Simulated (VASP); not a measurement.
**BP: single point with r2SCAN0**

The system is BP.

```
CELL_PARAMETERS angstrom
0.00000 2.26900 2.26900
2.26900 0.00000 2.26900
2.26900 2.26900 0.00000
ATOMIC_POSITIONS crystal
P 0.75000 0.75000 0.75000
B 0.00000 0.00000 0.00000
```

```yaml
Program: VASP 6.6.1
Task: single point
Functional: r2SCAN0
Potentials_or_basis: VASP PAW PBE potentials, release 64 (P, B)
Cutoff: 520 eV
k_mesh: 6 × 6 × 6
Occupations: fermi-dirac, width 0.05 eV
Spin: no spin polarisation
```

| Quantity | Value |
| --- | --- |
| Pressure | -2.8 GPa |
| Band gap on the k mesh | 2.89 eV (least direct gap 5.16 eV) |

Levels at points of the mesh, in eV from the valence-band top:
| k point | band 1 | band 2 | band 3 | band 4 | band 5 | band 6 | band 7 | band 8 | band 9 |
| --- | --- | --- | --- | --- | --- | --- | --- | --- | --- |
| (0.00, 0.00, 0.00) | -17.67 | 0.00 | 0.00 | 0.00 | 5.16 | 5.16 | 5.16 | 9.75 | 13.90 |
| (0.50, 0.00, 0.00) | -13.90 | -10.37 | -2.03 | -2.03 | 5.65 | 6.61 | 6.61 | 12.57 | 17.47 |
| (0.50, 0.50, 0.00) | -12.08 | -9.98 | -4.71 | -4.71 | 2.89 | 3.25 | 15.13 | 15.13 | 18.40 |

It took 5.9 min on 1 thread of Intel(R) Xeon(R) Platinum 8259CL CPU @ 2.50GHz (Skylake/Cascade Lake) (shared host), peak memory 0.15 GiB.

Caveat: the PAW data sets were made with another functional, which shifts forces and pressure a little. A k mesh can miss the band edges.
